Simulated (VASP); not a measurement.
Runs of VASP 6.6.1 on AgB2. It takes space group P6/mmm (No. 191, hexagonal). The conventional cell has a = 3.027 Å, b = 3.027 Å, c = 4.064 Å, α = 90.00°, β = 90.00°, γ = 120.00°. Ag (site symmetry 6/mmm) has 12 B at 2.68 Å and 6 Ag at 3.03 Å within 3.5 Å. B (site symmetry -6m2) has 3 B at 1.75 Å within 2.3 Å. 

```tsv
level	potentials or basis	gap on the mesh (eV)	pressure (GPa)
LDA	VASP PAW LDA potentials, release 64 (Ag, B)	none	-10.0
BLYP	VASP PAW PBE potentials, release 64 (Ag, B)	none	6.0
r2SCAN	VASP PAW PBE potentials, release 64 (Ag, B)	none	-1.5
RPBE	VASP PAW PBE potentials, release 64 (Ag, B)	none	(a)
```

Alike in all rows: task single point; no spin polarisation; cell as given; k mesh 10 × 10 × 7; cutoff (eV) 520; smearing methfessel-paxton 0.1 eV.

Estimate the missing entries.

(a) 3.0.

Caveats: the PAW data sets were made with another functional, which shifts forces and pressure a little (some runs).

A k mesh can miss the band edges, and the runs leave out spin-orbit coupling on Ag.

A gap of «none» marks levels without a gap at the run's occupations.
